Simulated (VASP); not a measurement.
# KHgF2 (P4/mmm) in VASP: notebook

KHgF2 is run at these levels: PBE; tasks: single point, relaxation of cell and atoms.

Everything below comes from runs of VASP 6.6.1. Logs are shortened: lines on timing, memory, paths and dates and some standing lists are left out, and cuts for length are marked.

## (1) The cell of the first run

Symmetry: P4/mmm, No. 123, tetragonal system. The conventional cell has a = 4.189 Å, b = 4.189 Å, c = 4.035 Å, α = 90.00°, β = 90.00°, γ = 90.00°. Within 3.8 Å of K (site symmetry 4/mmm) lie 8 F at 2.91 Å and 8 Hg at 3.58 Å. Within 2.8 Å of Hg (site symmetry 4/mmm) lie 4 F at 2.09 Å. Within 3.0 Å of F (site symmetry mmm) lie 2 Hg at 2.09 Å and 4 K at 2.91 Å and 4 F at 2.96 Å.

## (2) Single point, PBE

Input file INCAR:

```
SYSTEM = KHgF2
ALGO     = Normal         ! electronic algorithm
EDIFF    = 1E-7           ! SCF threshold, eV
ENCUT    = 520            ! plane-wave cutoff, eV
GGA      = PE             ! functional
ISIF     = 2              ! what is computed and relaxed
ISMEAR   = 0              ! smearing method
LASPH    = .True.         ! aspherical terms in the spheres
LCHARG   = .True.         ! write CHGCAR
LELF     = .True.         ! ELF
LREAL    = .False.        ! projectors in reciprocal space
LVHAR    = .True.       
LWAVE    = .False.        ! write WAVECAR
NBANDS   = 26             ! bands
NELM     = 100            ! most SCF steps
PREC     = Accurate       ! precision mode
SIGMA    = 0.1            ! smearing width, eV
```

Input file KPOINTS:

```
k-points
0
Gamma
  4 4 4
  0 0 0
```

Input file POSCAR:

```
KHgF2
1.0
    4.1889974400      0.0000000000      0.0000000000
    0.0000000000      4.1889974400      0.0000000000
    0.0000000000      0.0000000000      4.0350827600
K Hg F
1 1 2
Direct
    0.5000000000      0.5000000000      0.5000000000
    0.0000000000      0.0000000000      0.0000000000
    0.5000000000      0.0000000000      0.0000000000
    0.0000000000      0.5000000000      0.0000000000
```

Potentials or basis: VASP PAW PBE potentials, release 64 (K_sv, Hg, F).

Started as:

```bash
$ cat potpaw_PBE.64/K_sv/POTCAR potpaw_PBE.64/Hg/POTCAR potpaw_PBE.64/F/POTCAR > POTCAR
$ mpirun -np 1 vasp_std > vasp.out
```

OUTCAR:

```text
SYSTEM = KHgF2
   EDIFF = 1E-7
   ENCUT = 520
   GGA = PE
   ISIF = 2
   ISMEAR = 0
   LASPH = .True.
   LREAL = .False.
   NELM = 100
   PREC = Accurate

 ion  position               nearest neighbor table
   1  0.500  0.500  0.500-   2 3.58   2 3.58   2 3.58   2 3.58   2 3.58   2 3.58   2 3.58   2 3.58

   2  0.000  0.000  0.000-   3 2.09   4 2.09   4 2.09   3 2.09   1 3.58   1 3.58   1 3.58   1 3.58
                             1 3.58   1 3.58   1 3.58   1 3.58
   3  0.500  0.000  0.000-   2 2.09   2 2.09
   4  0.000  0.500  0.000-   2 2.09   2 2.09

  LATTYP: Found a simple tetragonal cell.
 ALAT       =     4.1889974400
 C/A-ratio  =     0.9632573946

  Lattice vectors:

 A1 = (   4.1889974400,   0.0000000000,   0.0000000000)
 A2 = (   0.0000000000,   4.1889974400,   0.0000000000)
 A3 = (   0.0000000000,   0.0000000000,   4.0350827600)

Analysis of symmetry for initial positions (statically):
=====================================================================
 Subroutine PRICEL returns:
 Original cell was already a primitive cell.

 Routine SETGRP: Setting up the symmetry group for a
 simple tetragonal supercell.

 Subroutine GETGRP returns: Found 16 space group operations
 (whereof 16 operations were pure point group operations)
 out of a pool of 16 trial point group operations.

The static configuration has the point symmetry D_4h.

Analysis of symmetry for dynamics (positions and initial velocities):
=====================================================================
 Subroutine PRICEL returns:
 Original cell was already a primitive cell.

 Routine SETGRP: Setting up the symmetry group for a
 simple tetragonal supercell.

 Subroutine GETGRP returns: Found 16 space group operations
 (whereof 16 operations were pure point group operations)
 out of a pool of 16 trial point group operations.

The dynamic configuration has the point symmetry D_4h.

 Subroutine INISYM returns: Found 16 space group operations
 (whereof 16 operations are pure point group operations),
 and found     1 'primitive' translations

----------------------------------------------------------------------------------------

                                     Primitive cell

  volume of cell :      70.8064

  direct lattice vectors                    reciprocal lattice vectors
     4.188997440  0.000000000  0.000000000     0.238720604  0.000000000  0.000000000
     0.000000000  4.188997440  0.000000000     0.000000000  0.238720604  0.000000000
     0.000000000  0.000000000  4.035082760     0.000000000  0.000000000  0.247826392

  length of vectors
     4.188997440  4.188997440  4.035082760     0.238720604  0.238720604  0.247826392

  position of ions in fractional coordinates (direct lattice)
     0.500000000  0.500000000  0.500000000
     0.000000000  0.000000000  0.000000000
     0.500000000  0.000000000  0.000000000
     0.000000000  0.500000000  0.000000000

  ion indices of the primitive-cell ions
   primitive index   ion index
                 1           1
                 2           2
                 3           3
                 4           4

----------------------------------------------------------------------------------------

 KPOINTS: k-points

Automatic generation of k-mesh.
 Grid dimensions read from file:
 generate k-points for:    4    4    4

 Generating k-lattice:

  Cartesian coordinates                     Fractional coordinates (reciprocal lattice)
     0.059680151  0.000000000  0.000000000     0.250000000  0.000000000  0.000000000
     0.000000000  0.059680151  0.000000000     0.000000000  0.250000000  0.000000000
     0.000000000  0.000000000  0.061956598     0.000000000  0.000000000  0.250000000

  Length of vectors
     0.059680151  0.059680151  0.061956598

  Shift w.r.t. Gamma in fractional coordinates (k-lattice)
     0.000000000  0.000000000  0.000000000

 Subroutine IBZKPT returns following result:
 ===========================================

 Found     18 irreducible k-points:

 Following reciprocal coordinates:
            Coordinates               Weight
  0.000000  0.000000  0.000000      1.000000
  0.250000  0.000000  0.000000      4.000000
  0.500000  0.000000  0.000000      2.000000
  0.250000  0.250000  0.000000      4.000000
  0.500000  0.250000  0.000000      4.000000
  0.500000  0.500000  0.000000      1.000000
[... 10 lines left out ...]
  0.500000  0.250000  0.500000      4.000000
  0.500000  0.500000  0.500000      1.000000
   k-points           NKPTS =     18   k-points in BZ     NKDIM =     18   number of bands    NBANDS=     26
   number of dos      NEDOS =    301   number of ions     NIONS =      4
   total plane-waves  NPLWV =  30720
   dimension x,y,z NGX =    32 NGY =   32 NGZ =   30
   dimension x,y,z NGXF=    64 NGYF=   64 NGZF=   60
   ions per type =               1   1   2
   NGX,Y,Z   is equivalent  to a cutoff of  12.70, 12.70, 12.36 a.u.
   NGXF,Y,Z  is equivalent  to a cutoff of  25.40, 25.40, 24.72 a.u.
 SYSTEM =  KHgF2
   PREC   = accura    normal or accurate (medium, high low for compatibility)
   ISTART =      0    job   : 0-new  1-cont  2-samecut
   ICHARG =      2    charge: 1-file 2-atom 10-const
   ISPIN  =      1    spin polarized calculation?
   LNONCOLLINEAR =      F non collinear calculations
   LSORBIT =      F    spin-orbit coupling
   LASPH  =      T    aspherical Exc in radial PAW
   ENCUT  =  520.0 eV  38.22 Ry    6.18 a.u.   7.79  7.79  7.50*2*pi/ulx,y,z
   NELM   =    100;   NELMIN=  2; NELMDL= -5     # of ELM steps
   EDIFF  = 0.1E-06   stopping-criterion for ELM
   LREAL  =      F    real-space projection
   EDIFFG = 0.1E-05   stopping-criterion for IOM
   NSW    =      0    number of steps for IOM
   IBRION =     -1    ionic relax: 0-MD 1-quasi-New 2-CG
   NFREE  =      0    steps in history (QN), initial steepest desc. (CG)
   ISIF   =      2    stress and relaxation
   ISYM   =      2    0-nonsym 1-usesym 2-fastsym
   POTIM  = 0.5000    time-step for ionic-motion
   TEBEG  =    0.0;   TEEND  =   0.0 temperature during run
   PSTRESS=    0.0 pullay stress
   NELECT =      35.0000    total number of electrons
   NUPDOWN=      -1.0000    fix difference up-down
   EMIN   =  10.00;   EMAX   =-10.00  energy-range for DOS
   EFERMI =   0.00;   METHOD = LEGACY
   ISMEAR =     0;   SIGMA  =   0.10  broadening in eV -4-tet -1-fermi 0-gaus
   EFERMI_NEDOS =   21; number of points for ismear=-14 and -15
   IALGO  =     38    algorithm
   IMIX   =      4    mixing-type and parameters
     AMIX     =   0.40;   BMIX     =  1.00
     AMIX_MAG =   1.60;   BMIX_MAG =  1.00
  volume/ion in A,a.u.               =      17.70       119.46
  Fermi-wavevector in a.u.,A,eV,Ry     =   1.294414  2.446088 22.796675  1.675508
  Thomas-Fermi vector in A             =   2.425999
   LORBIT       =      0    0 simple, 1 ext, 2 COOP (PROOUT), +10 PAW based schemes
   GGA     = PE    functional components
   LHFCALC =     F    Hartree Fock is set to
   AEXX    =    0.0000 exact exchange contribution
   IVDW    =     0    specifies the selected vdW correction
   LEPSILON=     F    determine dielectric tensor
   LRPA    =     F    only Hartree local field effects (RPA)
 non-spin polarized calculation
 Gauss-broadening in eV      SIGMA  =   0.10
  energy-cutoff  :      520.00
  volume of cell :       70.81
 maximum number of plane-waves:      1928
 NGX is ok and might be reduce to    32
   NGX = 15   NGY = 15   NGZ = 15

 number of electron      34.9999984 magnetization

 Free energy of the ion-electron system (eV)
  ---------------------------------------------------
  ext. energy  EPLUGINS =         0.00000000
  ---------------------------------------------------
  free energy    TOTEN  =        -9.72697134 eV

  energy without entropy =       -9.72414408  energy(sigma->0) =       -9.72555771

 E-fermi :   3.0801     XC(G=0):  -9.4055

 val. band max:        3.0322169055   @ k =   0.2500   0.0000   0.5000
 cond. band min:       3.3638180734   @ k =   0.0000   0.0000   0.5000
 fundamental gap:      0.3316011679
 Fermi energy:         3.0800948429

 k-point     1 :       0.0000    0.0000    0.0000
  band No.  band energies     occupation
      1     -28.4232      2.00000
      2     -22.4552      2.00000
      3     -22.1760      2.00000
      4     -11.9233      2.00000
      5     -11.9233      2.00000
      6     -11.8499      2.00000
[... 18 lines left out ...]
     25       9.9393      0.00000
     26      10.2678      0.00000

 k-point     2 :       0.2500    0.0000    0.0000
  band No.  band energies     occupation
      1     -28.4176      2.00000
      2     -22.3842      2.00000
      3     -22.1569      2.00000
      4     -11.9552      2.00000
      5     -11.9182      2.00000
      6     -11.8385      2.00000
[... 18 lines left out ...]
     25      11.2839      0.00000
     26      11.3359      0.00000

 k-point     3 :       0.5000    0.0000    0.0000
  band No.  band energies     occupation
      1     -28.4120      2.00000
      2     -22.3323      2.00000
      3     -22.1152      2.00000
      4     -11.9867      2.00000
      5     -11.9132      2.00000
      6     -11.8270      2.00000
[... 18 lines left out ...]
     25      10.8120      0.00000
     26      12.4359      0.00000

 k-point     4 :       0.2500    0.2500    0.0000
  band No.  band energies     occupation
      1     -28.4123      2.00000
      2     -22.2965      2.00000
      3     -22.1526      2.00000
      4     -11.9506      2.00000
      5     -11.9390      2.00000
      6     -11.8247      2.00000
[... 18 lines left out ...]
     25      10.7089      0.00000
     26      11.2353      0.00000

 k-point     5 :       0.5000    0.2500    0.0000
  band No.  band energies     occupation
      1     -28.4070      2.00000
      2     -22.2320      2.00000
      3     -22.1215      2.00000
      4     -11.9709      2.00000
      5     -11.9344      2.00000
      6     -11.8108      2.00000
[... 18 lines left out ...]
     25      10.8443      0.00000
     26      11.3425      0.00000

 k-point     6 :       0.5000    0.5000    0.0000
  band No.  band energies     occupation
      1     -28.4019      2.00000
      2     -22.1280      2.00000
      3     -22.1280      2.00000
      4     -11.9550      2.00000
      5     -11.9550      2.00000
      6     -11.7944      2.00000
[... 253 lines left out ...]
 k-point    15 :       0.5000    0.0000    0.5000
  band No.  band energies     occupation
      1     -28.3979      2.00000
      2     -22.3169      2.00000
      3     -22.1247      2.00000
      4     -12.0388      2.00000
      5     -11.9472      2.00000
      6     -11.8708      2.00000
[... 18 lines left out ...]
     25      10.6971      0.00000
     26      11.5200      0.00000

 k-point    16 :       0.2500    0.2500    0.5000
  band No.  band energies     occupation
      1     -28.3979      2.00000
      2     -22.3022      2.00000
      3     -22.1412      2.00000
      4     -11.9585      2.00000
      5     -11.9571      2.00000
      6     -11.9538      2.00000
[... 18 lines left out ...]
     25      11.0494      0.00000
     26      11.5023      0.00000

 k-point    17 :       0.5000    0.2500    0.5000
  band No.  band energies     occupation
      1     -28.3945      2.00000
      2     -22.2169      2.00000
      3     -22.1190      2.00000
      4     -12.0344      2.00000
      5     -11.9894      2.00000
      6     -11.9516      2.00000
[... 18 lines left out ...]
     25      11.1412      0.00000
     26      11.3707      0.00000

 k-point    18 :       0.5000    0.5000    0.5000
  band No.  band energies     occupation
      1     -28.3910      2.00000
      2     -22.1128      2.00000
      3     -22.1128      2.00000
      4     -12.0314      2.00000
      5     -12.0300      2.00000
      6     -12.0300      2.00000
[... 18 lines left out ...]
     25      10.8684      0.00000
     26      11.2800      0.00000

------------------------ aborting loop because EDIFF is reached ----------------------------------------

  FORCE on cell =-STRESS in cart. coord.  units (eV):
  Direction    XX          YY          ZZ          XY          YZ          ZX
  --------------------------------------------------------------------------------------
  -------------------------------------------------------------------------------------
  Total       16.1493957     16.1493957     -0.0569392      0.0000000     -0.0000000      0.0000000
  in kB      365.4216063    365.4216063     -1.2883950      0.0000000     -0.0000000      0.0000000
  external PRESSURE =     243.1849392 kB  Pullay stress =       0.0000000 kB

 VOLUME and BASIS-vectors are now :
 -----------------------------------------------------------------------------
  energy-cutoff  :      520.00
  volume of cell :       70.81
      direct lattice vectors                 reciprocal lattice vectors
     4.188997440  0.000000000  0.000000000     0.238720604  0.000000000  0.000000000
     0.000000000  4.188997440  0.000000000     0.000000000  0.238720604  0.000000000
     0.000000000  0.000000000  4.035082760     0.000000000  0.000000000  0.247826392

 POSITION                                       TOTAL-FORCE (eV/Angst)
 -----------------------------------------------------------------------------------
      2.09450      2.09450      2.01754         0.000000      0.000000      0.000000
      0.00000      0.00000      0.00000         0.000000      0.000000      0.000000
      2.09450      0.00000      0.00000         0.000000      0.000000      0.000000
      0.00000      2.09450      0.00000         0.000000      0.000000      0.000000
 -----------------------------------------------------------------------------------
    total drift:                                0.000000      0.000000     -0.000000

  FREE ENERGIE OF THE ION-ELECTRON SYSTEM (eV)
  ---------------------------------------------------
  free  energy   TOTEN  =        -9.7269713397 eV

  energy  without entropy=       -9.7241440788  energy(sigma->0) =       -9.72555771
```

Run time: 16 s. Hardware: 1 thread of AMD EPYC 9R45 (Zen 5), shared host; peak memory 0.16 GiB.

Results:

```yaml
Free_energy: -9.7270 eV
Pressure: 24.3 GPa
Band_gap_on_the_k_mesh: zero (an odd number of electrons rules out a gap without spin polarisation)
```

Stress tensor (GPa, compression positive):
```
36.54  0.00  0.00
 0.00 36.54  0.00
 0.00  0.00 -0.13
```

Caveat: the k points lie up to 0.39 Å⁻¹ apart, too coarse for converged energies and pressures of a metal; spin-orbit coupling is left out, which moves the levels of the heavy elements; an odd number of electrons without spin polarisation forces a metal; a magnetic or distorted state may lie lower.

(Part 1 of 2 ends here.)

The gap in the log of VASP goes by the Fermi energy; the results here count the filled bands.